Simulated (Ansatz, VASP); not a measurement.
# ZnAg: VASP beside Ansatz

File INCAR:

```
PREC     = Accurate       # precision mode
ENCUT    = 520            # plane-wave cutoff, eV
EDIFF    = 1E-6           # SCF threshold, eV
ISMEAR   = 0              # smearing method
SIGMA    = 0.15           # smearing width, eV
LREAL    = F              # projectors in reciprocal space
LASPH    = T              # aspherical terms in the spheres
NELM     = 100            # most SCF steps
ALGO     = Normal         # electronic algorithm
ISIF     = 2              # what is computed and relaxed
LWAVE    = F              # write WAVECAR
LCHARG   = F              # write CHGCAR
NBANDS   = 18             # bands
```

KPOINTS

```
regular mesh
0
Gamma
  16 16 16
```

File POSCAR:

```
ZnAg
1.0
    3.1560000000      0.0000000000      0.0000000000
    0.0000000000      3.1560000000      0.0000000000
    0.0000000000      0.0000000000      3.1560000000
Zn Ag
1 1
Direct
    0.5000000000      0.5000000000      0.5000000000
    0.0000000000      0.0000000000      0.0000000000
```

Input for Ansatz:

```yaml
crystal:
  lattice:
    - [3.156, 0.0, 0.0]
    - [0.0, 3.156, 0.0]
    - [0.0, 0.0, 3.156]
  atoms:
    - { symbol: Zn, position: [0.5, 0.5, 0.5] }
    - { symbol: Ag, position: [0.0, 0.0, 0.0] }
basis:
  ecutwfc: 420
kpoints:
  mp_grid: { grid: [16, 16, 16] }
hamiltonian:
  xc: lda
scf:
  occupations: { method: gaussian, width: 0.15 }
output:
  forces: true
  stress: true
  eigenvalues: true
```

Alike in both runs: task single point; functional LDA; k mesh 16 × 16 × 16; occupations gaussian, width 0.15 eV; no spin polarisation.

```csv
,VASP,Ansatz
version,VASP 6.6.1,Ansatz 0.2.0
potentials or method,"VASP PAW LDA potentials, release 64 (Zn, Ag), cutoff 520 eV","scalar-relativistic, plane waves, PAW"
valence electrons in the cell,23,31
```

VASP gave:

```
gap on the k mesh at the Fermi level (eV) : none
pressure (GPa)                            : -7.7
```

Estimate Ansatz's values.

gap on the k mesh at the Fermi level (eV): none; pressure (GPa): -8.2.

LDA's correlation is that of Perdew and Zunger in VASP and of Perdew and Wang (1992) in Ansatz. A gap of «none» marks a metal or a gap that the smearing closes. VASP's potentials hold 23 valence electrons a cell and Ansatz's 31, so a difference there can come from the potentials and not from the codes.
